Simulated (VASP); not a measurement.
# Cu (Cmcm) in VASP: further runs

Runs on Cu. Level: PBEsol. Tasks: single point.

Everything below comes from runs of VASP 6.6.1. Logs are shortened: lines on timing, memory, paths and dates and some standing lists are left out, and cuts for length are marked.

### Step 1. The cell of the first run

Symmetry: Cmcm, No. 63, orthorhombic system. Conventional cell: a = 2.395 Å, b = 4.366 Å, c = 4.117 Å, α = 90.00°, β = 90.00°, γ = 90.00°. Within 3.2 Å of Cu (site symmetry m2m) lie 12 Cu at 2.39 to 2.52 Å.

### Step 2. Single point, PBEsol (strain -0.0500 x Voigt [1, 0, 0, 0, 0, 0])

File INCAR:

```
SYSTEM = Cu
  PREC = Accurate
  ENCUT = 520
  EDIFF = 1E-6
  ISMEAR = 0
  SIGMA = 0.15
  LREAL = .False.
  LASPH = .True.
  NELM = 80
  ALGO = Fast
  ISIF = 2
  LWAVE = .False.
  LCHARG = .False.
  GGA = PS
  NBANDS = 18
```

File KPOINTS:

```
regular mesh
0
Gamma
  30 30 14
  0 0 0
```

File POSCAR:

```
Cu
1.0
    2.3945614741      0.0000000000      0.0000000000
   -1.1972807371      2.1828958605      0.0000000000
    0.0000000000      0.0000000000      4.1165232668
Cu
2
Direct
    0.3333333333      0.6666666667      0.2500000000
    0.6666666667      0.3333333333      0.7500000000
```

Potentials or basis: VASP PAW PBE potentials, release 64 (Cu).

Command:

```sh
$ cat potpaw_PBE.64/Cu/POTCAR > POTCAR
$ mpirun -np 1 vasp_std > vasp.out
```

OUTCAR:

```text
SYSTEM = Cu
   PREC = Accurate
   ENCUT = 520
   EDIFF = 1E-6
   ISMEAR = 0
   LREAL = .False.
   LASPH = .True.
   NELM = 80
   ISIF = 2
   GGA = PS

 ion  position               nearest neighbor table
   1  0.333  0.667  0.250-   2 2.49   2 2.49   2 2.49   2 2.49   2 2.52   2 2.52
   2  0.667  0.333  0.750-   1 2.49   1 2.49   1 2.49   1 2.49   1 2.52   1 2.52

  LATTYP: Found a base centered orthorhombic cell.
 ALAT       =     2.3945614741
 B/A-ratio  =     1.8232113764
 C/A-ratio  =     1.7191136295

  Lattice vectors:

 A1 = (   1.1972807371,  -2.1828958605,   0.0000000000)
 A2 = (   1.1972807370,   2.1828958605,   0.0000000000)
 A3 = (   0.0000000000,   0.0000000000,   4.1165232668)

Analysis of symmetry for initial positions (statically):
=====================================================================
 Subroutine PRICEL returns:
 Original cell was already a primitive cell.

 Routine SETGRP: Setting up the symmetry group for a
 base centered orthorhombic supercell.

 Subroutine GETGRP returns: Found  8 space group operations
 (whereof  4 operations were pure point group operations)
 out of a pool of  8 trial point group operations.

The static configuration has the point symmetry C_2h.
 The point group associated with its full space group is D_2h.

Analysis of symmetry for dynamics (positions and initial velocities):
=====================================================================
 Subroutine PRICEL returns:
 Original cell was already a primitive cell.

 Routine SETGRP: Setting up the symmetry group for a
 base centered orthorhombic supercell.

 Subroutine GETGRP returns: Found  8 space group operations
 (whereof  4 operations were pure point group operations)
 out of a pool of  8 trial point group operations.

The dynamic configuration has the point symmetry C_2h.
 The point group associated with its full space group is D_2h.

 Subroutine INISYM returns: Found  8 space group operations
 (whereof  4 operations are pure point group operations),
 and found     1 'primitive' translations

----------------------------------------------------------------------------------------

                                     Primitive cell

  volume of cell :      21.5174

  direct lattice vectors                    reciprocal lattice vectors
     2.394561474  0.000000000  0.000000000     0.417613000  0.229053529  0.000000000
    -1.197280737  2.182895860  0.000000000     0.000000000  0.458107058  0.000000000
     0.000000000  0.000000000  4.116523267     0.000000000  0.000000000  0.242923442

  length of vectors
     2.394561474  2.489681807  4.116523267     0.476304668  0.458107058  0.242923442

  position of ions in fractional coordinates (direct lattice)
[... 83 lines left out ...]
   IBRION =     -1    ionic relax: 0-MD 1-quasi-New 2-CG
   NFREE  =      0    steps in history (QN), initial steepest desc. (CG)
   ISIF   =      2    stress and relaxation
   ISYM   =      2    0-nonsym 1-usesym 2-fastsym
   POTIM  = 0.5000    time-step for ionic-motion
   TEBEG  =    0.0;   TEEND  =   0.0 temperature during run
   PSTRESS=    0.0 pullay stress
   NELECT =      22.0000    total number of electrons
   NUPDOWN=      -1.0000    fix difference up-down
   EMIN   =  10.00;   EMAX   =-10.00  energy-range for DOS
   EFERMI =   0.00;   METHOD = LEGACY
   ISMEAR =     0;   SIGMA  =   0.15  broadening in eV -4-tet -1-fermi 0-gaus
   EFERMI_NEDOS =   21; number of points for ismear=-14 and -15
   IALGO  =     68    algorithm
   IMIX   =      4    mixing-type and parameters
     AMIX     =   0.40;   BMIX     =  1.00
     AMIX_MAG =   1.60;   BMIX_MAG =  1.00
  volume/ion in A,a.u.               =      10.76        72.60
  Fermi-wavevector in a.u.,A,eV,Ry     =   1.649248  3.116626 37.008087  2.720018
  Thomas-Fermi vector in A             =   2.738400
   LORBIT       =      0    0 simple, 1 ext, 2 COOP (PROOUT), +10 PAW based schemes
   GGA     = PS    functional components
   LHFCALC =     F    Hartree Fock is set to
   AEXX    =    0.0000 exact exchange contribution
   IVDW    =     0    specifies the selected vdW correction
   LEPSILON=     F    determine dielectric tensor
   LRPA    =     F    only Hartree local field effects (RPA)
 non-spin polarized calculation
 RMM-DIIS sequential band-by-band and
 Gauss-broadening in eV      SIGMA  =   0.15
  energy-cutoff  :      520.00
  volume of cell :       21.52
 maximum number of plane-waves:       598
 NGX is ok and might be reduce to    18
   NGX =  9   NGY =  9   NGZ = 15

 number of electron      21.9999988 magnetization

 Free energy of the ion-electron system (eV)
  ---------------------------------------------------
  ext. energy  EPLUGINS =         0.00000000
  ---------------------------------------------------
  free energy    TOTEN  =        -8.54360489 eV

  energy without entropy =       -8.53698882  energy(sigma->0) =       -8.54029685

 E-fermi :   8.6070     XC(G=0): -13.4606

 val. band max:        8.6067960446   @ k =   0.4333   0.0667   0.3571
 cond. band min:       8.6084290921   @ k =   0.1667   0.0667   0.2143
 fundamental gap:      0.0016330475
 Fermi energy:         8.6069511215

 k-point     1 :       0.0000    0.0000    0.0000
  band No.  band energies     occupation
      1      -1.5139      2.00000
      2       2.8974      2.00000
      3       5.1162      2.00000
      4       5.1510      2.00000
      5       5.3736      2.00000
      6       5.5573      2.00000
[... 481 lines left out ...]
      5       5.2773      2.00000
      6       5.5627      2.00000
[... 10 lines left out ...]
     17      28.6269      0.00000
     18      31.4063      0.00000

 [... further k-points ...]

------------------------ aborting loop because EDIFF is reached ----------------------------------------

  FORCE on cell =-STRESS in cart. coord.  units (eV):
  Direction    XX          YY          ZZ          XY          YZ          ZX
  --------------------------------------------------------------------------------------
  -------------------------------------------------------------------------------------
  Total        2.3845191      1.0160400      0.9857536     -0.0000000      0.0000000      0.0000000
  in kB      177.5504647     75.6539846     73.3988685     -0.0000000      0.0000000      0.0000000
  external PRESSURE =     108.8677726 kB  Pullay stress =       0.0000000 kB

 VOLUME and BASIS-vectors are now :
 -----------------------------------------------------------------------------
  energy-cutoff  :      520.00
  volume of cell :       21.52
      direct lattice vectors                 reciprocal lattice vectors
     2.394561474  0.000000000  0.000000000     0.417613000  0.229053529  0.000000000
    -1.197280737  2.182895860  0.000000000     0.000000000  0.458107058  0.000000000
     0.000000000  0.000000000  4.116523267     0.000000000  0.000000000  0.242923442

 POSITION                                       TOTAL-FORCE (eV/Angst)
 -----------------------------------------------------------------------------------
     -0.00000      1.45526      1.02913        -0.000000      0.098333      0.000000
      1.19728      0.72763      3.08739         0.000000     -0.098333     -0.000000
 -----------------------------------------------------------------------------------
    total drift:                               -0.000000      0.000000     -0.000000

  FREE ENERGIE OF THE ION-ELECTRON SYSTEM (eV)
  ---------------------------------------------------
  free  energy   TOTEN  =        -8.5436048864 eV

  energy  without entropy=       -8.5369888199  energy(sigma->0) =       -8.54029685
```

OSZICAR:

```text
N       E                     dE             d eps       ncg     rms          rms(c)
DAV:   1     0.119246889828E+03    0.11925E+03   -0.10551E+04 76082   0.225E+03
DAV:   2    -0.464138950506E+01   -0.12389E+03   -0.11760E+03 69530   0.290E+02
DAV:   3    -0.107130894869E+02   -0.60717E+01   -0.58476E+01 76938   0.863E+01
DAV:   4    -0.107761844670E+02   -0.63095E-01   -0.63050E-01 81410   0.945E+00
DAV:   5    -0.107769665580E+02   -0.78209E-03   -0.78206E-03 83696   0.923E-01    0.120E+01
RMM:   6    -0.921727053932E+01    0.15597E+01   -0.11632E+01 81268   0.607E+01    0.605E+00
RMM:   7    -0.857580959401E+01    0.64146E+00   -0.18818E+00 80609   0.253E+01    0.161E+00
RMM:   8    -0.854720254115E+01    0.28607E-01   -0.82258E-02 84981   0.265E+00    0.476E-01
RMM:   9    -0.854321010888E+01    0.39924E-02   -0.22214E-02 83348   0.286E+00    0.814E-02
RMM:  10    -0.854359140710E+01   -0.38130E-03   -0.36074E-03 88708   0.585E-01    0.137E-02
RMM:  11    -0.854360207364E+01   -0.10667E-04   -0.41096E-04 87830   0.319E-01    0.261E-02
RMM:  12    -0.854360216569E+01   -0.92055E-07   -0.12029E-04 91070   0.133E-01    0.115E-02
RMM:  13    -0.854360574486E+01   -0.35792E-05   -0.36013E-05 81570   0.569E-02    0.909E-03
RMM:  14    -0.854360488642E+01    0.85844E-06   -0.52976E-06 63857   0.264E-02
   1 F= -.85436049E+01 E0= -.85402969E+01  d E =-.661607E-02
```

stdout:

```text
POSCAR found type information on POSCAR Cu
 POSCAR found :  1 types and       2 ions
 scaLAPACK will be used
 -----------------------------------------------------------------------------
|                                                                             |
|                                                                             |
|     You enforced a specific xc type in the INCAR file but a different       |
|     I HOPE YOU KNOW WHAT YOU ARE DOING!                                     |
|                                                                             |
 -----------------------------------------------------------------------------

 LDA part: xc-table for (Slater+PW92), standard interpolation
 POSCAR, INCAR and KPOINTS ok, starting setup
 FFT: planning ... GRIDC
 FFT: planning ... GRID_SOFT
 FFT: planning ... GRID
 WAVECAR not read
 entering main loop
WARNING in EDDRMM: call to ZHEGV failed, returncode =   6  3     17
WARNING in EDDRMM: call to ZHEGV failed, returncode =   8  4     16
WARNING in EDDRMM: call to ZHEGV failed, returncode =   8  4     17
WARNING in EDDRMM: call to ZHEGV failed, returncode =   6  3     14
WARNING in EDDRMM: call to ZHEGV failed, returncode =   6  3     14
WARNING in EDDRMM: call to ZHEGV failed, returncode =   6  3     17
WARNING in EDDRMM: call to ZHEGV failed, returncode =   8  4     17
```

It took 19 min on 1 thread of Oxide Virtual Turin-like, shared host; peak memory 0.62 GiB.

Results:

```yaml
Free_energy: -8.5436 eV
Pressure: 10.9 GPa
Largest_force: 0.098 eV/Å
Band_gap_on_the_k_mesh: zero (bands 11 and 12 overlap by 6.41 eV)
```

Forces in eV/Å, atoms in the order of the input:
```
Cu   0.000  0.098  0.000
Cu   0.000 -0.098  0.000
```

Caveat: the cell differs from its parent crystal (strain -0.0500 x Voigt [1, 0, 0, 0, 0, 0]); the stress differs along the axes, from 7 to 18 GPa; the PAW data sets were made with another functional, which shifts forces and pressure a little.

### Step 3. Single point, PBEsol (strain +0.0250 x Voigt [1, 0, 0, 0, 0, 0])

File INCAR:

```
SYSTEM = Cu
PREC = Accurate ; ENCUT = 520
EDIFF = 1E-7 ; ISMEAR = 0
SIGMA = 0.15 ; LREAL = .FALSE.
LASPH = .TRUE. ; NELM = 100
ALGO = Fast ; ISIF = 2
LWAVE = .FALSE. ; LCHARG = .FALSE.
GGA = PS ; NBANDS = 18
```

File KPOINTS:

```
regular mesh
0
G
  30 30 14
  0 0 0
```

File POSCAR:

```
Cu
1.0
    2.5836058010      0.0000000000      0.0000000000
   -1.2918029005      2.1828958605      0.0000000000
    0.0000000000      0.0000000000      4.1165232668
Cu
2
Direct
    0.3333333333      0.6666666667      0.2500000000
    0.6666666667      0.3333333333      0.7500000000
```

Potentials or basis: VASP PAW PBE potentials, release 64 (Cu).

Command:

```sh
$ cat potpaw_PBE.64/Cu/POTCAR > POTCAR
$ mpirun -np 1 vasp_std > vasp.out
```

It took 26 min on 1 thread of Oxide Virtual Turin-like, shared host; peak memory 0.66 GiB.

It converged, with:

| Item | Value |
| --- | --- |
| Free energy | -8.5943 eV |
| Pressure | -3.0 GPa |
| Largest force | 0.043 eV/Å |
| Band gap on the k mesh | zero (bands 11 and 12 overlap by 5.94 eV) |

Forces on the atoms (eV/Å):
```
Cu   0.000 -0.043  0.000
Cu   0.000  0.043  0.000
```

Stress tensor (GPa, compression positive):
```
-5.54  0.00  0.00
 0.00 -2.55  0.00
 0.00  0.00 -1.03
```

Levels at points of the mesh, in eV from the Fermi level:
```
           k point  band 8  band 9  band 10  band 11  band 12  band 13  band 14  band 15
(0.00, 0.00, 0.00)   -2.54   -2.51    -1.73    -1.71    -0.95     4.02    21.08    21.34
(0.50, 0.00, 0.00)   -1.66   -1.56    -1.55    -0.07     1.47     7.78     8.21    10.76
(0.00, 0.50, 0.00)   -1.63   -1.58    -1.52     0.09     1.71     8.09     8.50    11.01
(0.00, 0.00, 0.50)   -2.97   -1.97    -1.97    -1.93    -1.93    12.90    12.90    21.93
(0.50, 0.00, 0.50)   -1.92   -1.59    -1.59     0.38     0.38     4.79     4.79    16.41
(0.00, 0.50, 0.50)   -1.89   -1.56    -1.56     0.60     0.60     5.13     5.13    15.55
```

Caveat: the cell differs from its parent crystal (strain +0.0250 x Voigt [1, 0, 0, 0, 0, 0]); the cell stands under tension; the PAW data sets were made with another functional, which shifts forces and pressure a little.
